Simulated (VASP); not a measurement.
# PbS (Pm-3m) in VASP: further runs

The runs below take PbS through single point, with PBE+D3(BJ).

All numbers are computed with VASP 6.6.1; they aren't measurements. Logs are shortened: lines on timing, memory, paths and dates and some standing lists are left out, and cuts for length are marked.

### Step 1. The cell of the first run

It takes space group Pm-3m (No. 221, cubic). Conventional cell: a = 3.602 Å, b = 3.602 Å, c = 3.602 Å, α = 90.00°, β = 90.00°, γ = 90.00°. Within 4.1 Å of Pb (site symmetry m-3m) lie 8 S at 3.12 Å and 6 Pb at 3.60 Å. Within 4.1 Å of S (site symmetry m-3m) lie 8 Pb at 3.12 Å and 6 S at 3.60 Å.

### Step 2. Single point, PBE+D3(BJ)

Input file INCAR:

```
PREC = Accurate
ENCUT = 520
EDIFF = 1E-6
ISMEAR = 0
SIGMA = 0.05
LREAL = F
LASPH = T
NELM = 60
ALGO = Normal
ISIF = 2
LWAVE = F
LCHARG = F
GGA = PE
IVDW = 12
NBANDS = 17
```

Input file KPOINTS:

```
Automatic mesh
0
Gamma
  10 10 10
```

Input file POSCAR:

```
PbS
1.0
    3.6019001576      0.0000000000      0.0000000000
    0.0000000000      3.6019001576      0.0000000000
    0.0000000000      0.0000000000      3.6019001576
Pb S
1 1
Direct
    0.0000000000      0.0000000000      0.0000000000
    0.5000000000      0.5000000000      0.5000000000
```

Potentials or basis: VASP PAW PBE potentials, release 64 (Pb_d, S).

Launch:

```console
$ cat potpaw_PBE.64/Pb_d/POTCAR potpaw_PBE.64/S/POTCAR > POTCAR
$ mpirun -np 1 vasp_std > vasp.out
```

OUTCAR:

```text
PREC = Accurate
   ENCUT = 520
   EDIFF = 1E-6
   ISMEAR = 0
   LREAL = F
   LASPH = T
   NELM = 60
   ISIF = 2
   GGA = PE
   IVDW = 12
 IVDW          = 12

 ion  position               nearest neighbor table
   1  0.000  0.000  0.000-   2 3.12   2 3.12   2 3.12   2 3.12   2 3.12   2 3.12   2 3.12   2 3.12

   2  0.500  0.500  0.500-   1 3.12   1 3.12   1 3.12   1 3.12   1 3.12   1 3.12   1 3.12   1 3.12

  LATTYP: Found a simple cubic cell.
 ALAT       =     3.6019001576

  Lattice vectors:

 A1 = (   3.6019001576,   0.0000000000,   0.0000000000)
 A2 = (   0.0000000000,   3.6019001576,   0.0000000000)
 A3 = (   0.0000000000,   0.0000000000,   3.6019001576)

Analysis of symmetry for initial positions (statically):
=====================================================================
 Subroutine PRICEL returns:
 Original cell was already a primitive cell.

 Routine SETGRP: Setting up the symmetry group for a
 simple cubic supercell.

 Subroutine GETGRP returns: Found 48 space group operations
 (whereof 48 operations were pure point group operations)
 out of a pool of 48 trial point group operations.

The static configuration has the point symmetry O_h .

Analysis of symmetry for dynamics (positions and initial velocities):
=====================================================================
 Subroutine PRICEL returns:
 Original cell was already a primitive cell.

 Routine SETGRP: Setting up the symmetry group for a
 simple cubic supercell.

 Subroutine GETGRP returns: Found 48 space group operations
 (whereof 48 operations were pure point group operations)
 out of a pool of 48 trial point group operations.

The dynamic configuration has the point symmetry O_h .

 Subroutine INISYM returns: Found 48 space group operations
 (whereof 48 operations are pure point group operations),
 and found     1 'primitive' translations

----------------------------------------------------------------------------------------

                                     Primitive cell

  volume of cell :      46.7299

  direct lattice vectors                    reciprocal lattice vectors
     3.601900158  0.000000000  0.000000000     0.277631238  0.000000000  0.000000000
     0.000000000  3.601900158  0.000000000     0.000000000  0.277631238  0.000000000
     0.000000000  0.000000000  3.601900158     0.000000000  0.000000000  0.277631238

  length of vectors
     3.601900158  3.601900158  3.601900158     0.277631238  0.277631238  0.277631238

  position of ions in fractional coordinates (direct lattice)
     0.000000000  0.000000000  0.000000000
     0.500000000  0.500000000  0.500000000

  ion indices of the primitive-cell ions
   primitive index   ion index
                 1           1
                 2           2

----------------------------------------------------------------------------------------

 KPOINTS: Automatic mesh

Automatic generation of k-mesh.
 Grid dimensions read from file:
 generate k-points for:   10   10   10

 Generating k-lattice:

  Cartesian coordinates                     Fractional coordinates (reciprocal lattice)
     0.027763124  0.000000000  0.000000000     0.100000000  0.000000000  0.000000000
     0.000000000  0.027763124  0.000000000     0.000000000  0.100000000  0.000000000
     0.000000000  0.000000000  0.027763124     0.000000000  0.000000000  0.100000000

  Length of vectors
     0.027763124  0.027763124  0.027763124

  Shift w.r.t. Gamma in fractional coordinates (k-lattice)
     0.000000000  0.000000000  0.000000000

 Subroutine IBZKPT returns following result:
 ===========================================

 Found     56 irreducible k-points:

 Following reciprocal coordinates:
            Coordinates               Weight
  0.000000  0.000000  0.000000      1.000000
  0.100000  0.000000  0.000000      6.000000
  0.200000  0.000000  0.000000      6.000000
  0.300000  0.000000  0.000000      6.000000
  0.400000  0.000000  0.000000      6.000000
  0.500000  0.000000  0.000000      3.000000
[... 16 lines left out ...]
  0.200000  0.100000  0.100000     24.000000
  0.300000  0.100000  0.100000     24.000000
 [... further k-points ...]
   k-points           NKPTS =     56   k-points in BZ     NKDIM =     56   number of bands    NBANDS=     17
   number of dos      NEDOS =    301   number of ions     NIONS =      2
   total plane-waves  NPLWV =  21952
   dimension x,y,z NGX =    28 NGY =   28 NGZ =   28
   dimension x,y,z NGXF=    56 NGYF=   56 NGZF=   56
   ions per type =               1   1
   NGX,Y,Z   is equivalent  to a cutoff of  12.92, 12.92, 12.92 a.u.
   NGXF,Y,Z  is equivalent  to a cutoff of  25.85, 25.85, 25.85 a.u.
 SYSTEM =  unknown system
   PREC   = accura    normal or accurate (medium, high low for compatibility)
   ISTART =      0    job   : 0-new  1-cont  2-samecut
   ICHARG =      2    charge: 1-file 2-atom 10-const
   ISPIN  =      1    spin polarized calculation?
   LNONCOLLINEAR =      F non collinear calculations
   LSORBIT =      F    spin-orbit coupling
   LASPH  =      T    aspherical Exc in radial PAW
   ENCUT  =  520.0 eV  38.22 Ry    6.18 a.u.   6.70  6.70  6.70*2*pi/ulx,y,z
   NELM   =     60;   NELMIN=  2; NELMDL= -5     # of ELM steps
   EDIFF  = 0.1E-05   stopping-criterion for ELM
   LREAL  =      F    real-space projection
   EDIFFG = 0.1E-04   stopping-criterion for IOM
   NSW    =      0    number of steps for IOM
   IBRION =     -1    ionic relax: 0-MD 1-quasi-New 2-CG
   NFREE  =      0    steps in history (QN), initial steepest desc. (CG)
   ISIF   =      2    stress and relaxation
   ISYM   =      2    0-nonsym 1-usesym 2-fastsym
   POTIM  = 0.5000    time-step for ionic-motion
   TEBEG  =    0.0;   TEEND  =   0.0 temperature during run
   PSTRESS=    0.0 pullay stress
   NELECT =      20.0000    total number of electrons
   NUPDOWN=      -1.0000    fix difference up-down
   EMIN   =  10.00;   EMAX   =-10.00  energy-range for DOS
   EFERMI =   0.00;   METHOD = LEGACY
   ISMEAR =     0;   SIGMA  =   0.05  broadening in eV -4-tet -1-fermi 0-gaus
   EFERMI_NEDOS =   21; number of points for ismear=-14 and -15
   IALGO  =     38    algorithm
   IMIX   =      4    mixing-type and parameters
     AMIX     =   0.40;   BMIX     =  1.00
     AMIX_MAG =   1.60;   BMIX_MAG =  1.00
  volume/ion in A,a.u.               =      23.36       157.67
  Fermi-wavevector in a.u.,A,eV,Ry     =   1.233729  2.331410 20.709259  1.522088
  Thomas-Fermi vector in A             =   2.368448
   LORBIT       =      0    0 simple, 1 ext, 2 COOP (PROOUT), +10 PAW based schemes
   GGA     = PE    functional components
   LHFCALC =     F    Hartree Fock is set to
   AEXX    =    0.0000 exact exchange contribution
   IVDW    =    12    specifies the selected vdW correction
   LEPSILON=     F    determine dielectric tensor
   LRPA    =     F    only Hartree local field effects (RPA)
 non-spin polarized calculation
 Gauss-broadening in eV      SIGMA  =   0.05
  energy-cutoff  :      520.00
  volume of cell :       46.73
 maximum number of plane-waves:      1328
 NGX is ok and might be reduce to    28
   NGX = 13   NGY = 13   NGZ = 13

 number of electron      19.9999998 magnetization

 Free energy of the ion-electron system (eV)
  ---------------------------------------------------
  ext. energy  EPLUGINS =         0.00000000
  ---------------------------------------------------
  free energy    TOTEN  =        -8.24279238 eV

  energy without entropy =       -8.24172747  energy(sigma->0) =       -8.24225993

 E-fermi :   6.5757     XC(G=0): -10.3787

 val. band max:        6.5302827043   @ k =   0.5000   0.5000   0.4000
 cond. band min:       6.5916477848   @ k =   0.5000   0.0000   0.0000
 fundamental gap:      0.0613650805
 Fermi energy:         6.5757222215

 k-point     1 :       0.0000    0.0000    0.0000
  band No.  band energies     occupation
      1     -10.2952      2.00000
      2     -10.2952      2.00000
      3     -10.0556      2.00000
      4     -10.0556      2.00000
      5     -10.0556      2.00000
      6      -6.8301      2.00000
[... 9 lines left out ...]
     16      19.5154      0.00000
     17      19.5156      0.00000

 k-point     2 :       0.1000    0.0000    0.0000
  band No.  band energies     occupation
      1     -10.2941      2.00000
      2     -10.2781      2.00000
      3     -10.0622      2.00000
      4     -10.0622      2.00000
      5     -10.0550      2.00000
      6      -6.7399      2.00000
[... 9 lines left out ...]
     16      19.3552      0.00000
     17      19.3889      0.00000

 k-point     3 :       0.2000    0.0000    0.0000
  band No.  band energies     occupation
      1     -10.2911      2.00000
      2     -10.2336      2.00000
      3     -10.0793      2.00000
      4     -10.0793      2.00000
      5     -10.0533      2.00000
      6      -6.4777      2.00000
[... 9 lines left out ...]
     16      18.6731      0.00000
     17      19.3999      0.00000

 k-point     4 :       0.3000    0.0000    0.0000
  band No.  band energies     occupation
      1     -10.2874      2.00000
      2     -10.1790      2.00000
      3     -10.1002      2.00000
      4     -10.1002      2.00000
      5     -10.0513      2.00000
      6      -6.0790      2.00000
[... 9 lines left out ...]
     16      17.3674      0.00000
     17      19.4533      0.00000
[... 343 lines left out ...]
      1     -10.2677      2.00000
      2     -10.2677      2.00000
      3     -10.0711      2.00000
      4     -10.0676      2.00000
      5     -10.0676      2.00000
      6      -6.5601      2.00000
[... 9 lines left out ...]
     16      18.6813      0.00000
     17      18.6813      0.00000

 k-point    23 :       0.2000    0.1000    0.1000
  band No.  band energies     occupation
      1     -10.2648      2.00000
      2     -10.2224      2.00000
      3     -10.0904      2.00000
      4     -10.0852      2.00000
      5     -10.0664      2.00000
      6      -6.3009      2.00000
[... 9 lines left out ...]
     16      17.9956      0.00000
     17      18.7203      0.00000

 k-point    24 :       0.3000    0.1000    0.1000
  band No.  band energies     occupation
      1     -10.2613      2.00000
      2     -10.1668      2.00000
      3     -10.1147      2.00000
      4     -10.1069      2.00000
      5     -10.0639      2.00000
      6      -5.9109      2.00000
[... 9 lines left out ...]
     16      17.6588      0.00000
     17      18.1873      0.00000

 [... further k-points ...]

------------------------ aborting loop because EDIFF is reached ----------------------------------------

 Edisp (eV)   -0.78058

 E8    (eV) :    -0.3516

  FORCE on cell =-STRESS in cart. coord.  units (eV):
  Direction    XX          YY          ZZ          XY          YZ          ZX
  --------------------------------------------------------------------------------------
  -------------------------------------------------------------------------------------
  Total      -0.03575    -0.03575    -0.03575     0.00000    -0.00000     0.00000
  in kB      -1.22577    -1.22577    -1.22577     0.00000    -0.00000     0.00000
  external pressure =       -1.23 kB  Pullay stress =        0.00 kB

 VOLUME and BASIS-vectors are now :
 -----------------------------------------------------------------------------
  energy-cutoff  :      520.00
  volume of cell :       46.73
      direct lattice vectors                 reciprocal lattice vectors
     3.601900158  0.000000000  0.000000000     0.277631238  0.000000000  0.000000000
     0.000000000  3.601900158  0.000000000     0.000000000  0.277631238  0.000000000
     0.000000000  0.000000000  3.601900158     0.000000000  0.000000000  0.277631238

 POSITION                                       TOTAL-FORCE (eV/Angst)
 -----------------------------------------------------------------------------------
      0.00000      0.00000      0.00000         0.000000      0.000000      0.000000
      1.80095      1.80095      1.80095         0.000000      0.000000      0.000000
 -----------------------------------------------------------------------------------
    total drift:                               -0.000000      0.000000      0.000000

  FREE ENERGIE OF THE ION-ELECTRON SYSTEM (eV)
  ---------------------------------------------------
  free  energy   TOTEN  =        -9.0233706685 eV

  energy  without entropy=       -9.0223057563  energy(sigma->0) =       -9.02283821
```

Run time: 14 s. Hardware: 1 thread of Intel Xeon 6975P-C (Granite Rapids), shared host; peak memory 0.19 GiB.

Results:

* Free energy: -9.0234 eV
* Pressure: -0.1 GPa
* Band gap on the k mesh: zero (band 10 reaches 6.60 eV, above the bottom of band 11 at 6.03 eV)
* Dispersion energy per atom: -0.390 eV

Caveat: spin-orbit coupling is left out, which moves the levels of the heavy elements; pairwise dispersion overbinds metals, which lowers pressure and volume.

### Step 3. Single point, PBE+D3(BJ)

This run uses another cell than the first one, of 23.99 Å³/atom, 1.027 times its volume.

Input file INCAR:

```
  PREC = Accurate
  ENCUT = 520
  EDIFF = 1E-7
  ISMEAR = 0
  SIGMA = 0.05
  LREAL = F
  LASPH = T
  NELM = 80
  ALGO = Normal
  ISIF = 2
  LWAVE = F
  LCHARG = F
  GGA = PE
  IVDW = 12
  NBANDS = 17
```

Input file KPOINTS:

```
regular mesh
0
Gamma
  10 10 10
```

Input file POSCAR:

```
PbS
1.0
    3.6339465919      0.0000000000      0.0000000000
    0.0000000000      3.6339465919      0.0000000000
    0.0000000000      0.0000000000      3.6339465919
Pb S
1 1
Direct
    0.0000000000      0.0000000000      0.0000000000
    0.5000000000      0.5000000000      0.5000000000
```

Potentials or basis: VASP PAW PBE potentials, release 64 (Pb_d, S).

Launch:

```console
$ cat potpaw_PBE.64/Pb_d/POTCAR potpaw_PBE.64/S/POTCAR > POTCAR
$ mpirun -np 1 vasp_std > vasp.out
```

It took 15 s on 1 thread of Intel Xeon 6975P-C (Granite Rapids), shared host; peak memory 0.19 GiB.

The run converged. Its results:

| Item | Value |
| --- | --- |
| Free energy | -9.0170 eV |
| Pressure | -1.6 GPa |
| Band gap on the k mesh | zero (band 10 reaches 6.26 eV, above the bottom of band 11 at 5.79 eV) |
| Dispersion energy per atom | -0.380 eV |

Levels at points of the mesh, in eV from the Fermi level:
```tsv
k point	band 6	band 7	band 8	band 9	band 10	band 11	band 12	band 13	band 14	band 15
(0.00, 0.00, 0.00)	-13.20	-6.64	-1.58	-1.58	-1.58	5.52	5.52	6.69	6.69	6.69
(0.50, 0.00, 0.00)	-11.87	-9.01	-0.44	-0.44	-0.04	0.39	4.02	4.02	6.72	9.37
(0.50, 0.50, 0.00)	-11.07	-7.21	-4.48	-4.48	-0.25	4.30	4.30	6.07	7.28	9.57
(0.50, 0.50, 0.50)	-10.84	-5.87	-2.39	-2.39	-2.39	-0.45	-0.45	-0.45	13.92	13.92
```

Caveat: spin-orbit coupling is left out, which moves the levels of the heavy elements; pairwise dispersion overbinds metals, which lowers pressure and volume.

### Step 4. Single point, PBE+D3(BJ)

This run uses another cell than the first one, of 24.39 Å³/atom, 1.044 times its volume.

Input file INCAR:

```
PREC = Accurate
ENCUT = 520
EDIFF = 1E-7
ISMEAR = 0
SIGMA = 0.05
LREAL = False
LASPH = True
NELM = 100
ALGO = Normal
ISIF = 2
LWAVE = False
LCHARG = False
GGA = PE
IVDW = 12
NBANDS = 17
```

Input file KPOINTS:

```
Automatic mesh
0
Gamma
  10 10 10
```

Input file POSCAR:

```
PbS
1.0
    3.6536590000      0.0000000000      0.0000000000
    0.0000000000      3.6536590000      0.0000000000
    0.0000000000      0.0000000000      3.6536590000
Pb S
1 1
Direct
    0.0000000000      0.0000000000      0.0000000000
    0.5000000000      0.5000000000      0.5000000000
```

Launch:

```console
$ cat potpaw_PBE.64/Pb_d/POTCAR potpaw_PBE.64/S/POTCAR > POTCAR
$ mpirun -np 1 vasp_std > vasp.out
```

Wall time 14 s (1 thread of Intel Xeon 6975P-C (Granite Rapids), shared host); peak memory 0.19 GiB.

It converged, with:

- Free energy: -9.0072 eV
- Pressure: -2.5 GPa
- Band gap on the k mesh: zero (band 10 reaches 6.06 eV, above the bottom of band 11 at 5.65 eV)
- Dispersion energy per atom: -0.374 eV

Levels at points of the mesh, in eV from the Fermi level:
| k point | band 6 | band 7 | band 8 | band 9 | band 10 | band 11 | band 12 | band 13 | band 14 | band 15 |
| --- | --- | --- | --- | --- | --- | --- | --- | --- | --- | --- |
| (0.00, 0.00, 0.00) | -13.07 | -6.67 | -1.53 | -1.53 | -1.53 | 5.55 | 5.55 | 6.58 | 6.58 | 6.58 |
| (0.50, 0.00, 0.00) | -11.78 | -8.94 | -0.42 | -0.42 | -0.06 | 0.39 | 4.00 | 4.00 | 6.78 | 9.33 |
| (0.50, 0.50, 0.00) | -11.03 | -7.20 | -4.37 | -4.37 | -0.22 | 4.25 | 4.25 | 5.98 | 7.26 | 9.55 |
| (0.50, 0.50, 0.50) | -10.79 | -5.91 | -2.32 | -2.32 | -2.32 | -0.40 | -0.40 | -0.40 | 13.77 | 13.77 |

Caveat: spin-orbit coupling is left out, which moves the levels of the heavy elements; pairwise dispersion overbinds metals, which lowers pressure and volume.

### Step 5. Summary

| cell | gap on the mesh (eV) | pressure (GPa) |
| --- | --- | --- |
| a = 3.602 Å, 2 atoms | none | -0.1 |
| a = 3.634 Å, 2 atoms | none | -1.6 |
| a = 3.654 Å, 2 atoms | none | -2.5 |

Alike in all rows: task single point; level PBE+D3(BJ); potentials or basis VASP PAW PBE potentials, release 64 (Pb_d, S); no spin polarisation; k mesh 10 × 10 × 10; cutoff (eV) 520; smearing gaussian 0.05 eV.

Caveats: spin-orbit coupling is left out, which moves the levels of the heavy elements; pairwise dispersion overbinds metals, which lowers pressure and volume.

Total energies depend on the potentials used, so only differences within one code and one set of settings carry meaning.
